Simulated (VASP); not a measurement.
Wanted: the native input for a VASP 6.6.1 run.

| Quantity | Value |
| --- | --- |
| Task | single point |
| Functional | PBE |
| Potentials or basis | VASP PAW PBE potentials, release 64 (Si, Sn_d) |
| Cutoff | 500 eV |
| k mesh | 6 × 6 × 6 |
| Occupations | gaussian, width 0.2 eV |
| Spin | no spin polarisation |
| Dipole correction | no |
| Further INCAR settings | ALGO = Normal; EDIFF = 1e-06; NBANDS = 18 |

The structure of Si2Sn lies in POSCAR:

```
Si2Sn
1.0
   -1.7356417039      1.7356417039      5.2600256491
    1.7356417039     -1.7356417039      5.2600256491
    1.7356417039      1.7356417039     -5.2600256491
Si Sn
2 1
Direct
    0.7500000000      0.2500000000      0.5000000000
    0.2500000000      0.7500000000      0.5000000000
    0.5000000000      0.5000000000      0.0000000000
```

The cell was built from a structure type or drawn by symmetry, and may not be a known phase.

These files were run (other wordings do the same):

INCAR

```
PREC = Accurate
ENCUT = 500
EDIFF = 1E-6
ISMEAR = 0
SIGMA = 0.2
LREAL = False
LASPH = True
NELM = 120
ALGO = Normal
ISIF = 2
LWAVE = False
LCHARG = False
GGA = PE
NBANDS = 18
GGA_COMPAT = False
```

KPOINTS

```
regular mesh
0
Gamma
  6 6 6
```

Potentials or basis: VASP PAW PBE potentials, release 64 (Si, Sn_d).

Launch:

```console
$ cat potpaw_PBE.64/Si/POTCAR potpaw_PBE.64/Sn_d/POTCAR > POTCAR
$ mpirun -np 1 vasp_std > vasp.out
```

It gave:

```yaml
Pressure: 0.0 GPa
Band_gap_on_the_k_mesh: zero (bands 11 and 12 overlap by 3.38 eV)
```

Caveat: spin-orbit coupling is left out, which moves the levels of the heavy elements.

It took 36 s on 1 thread of AMD EPYC 9R45 96-Core Processor (Zen 5), with other jobs on the host, peak memory 0.22 GiB.
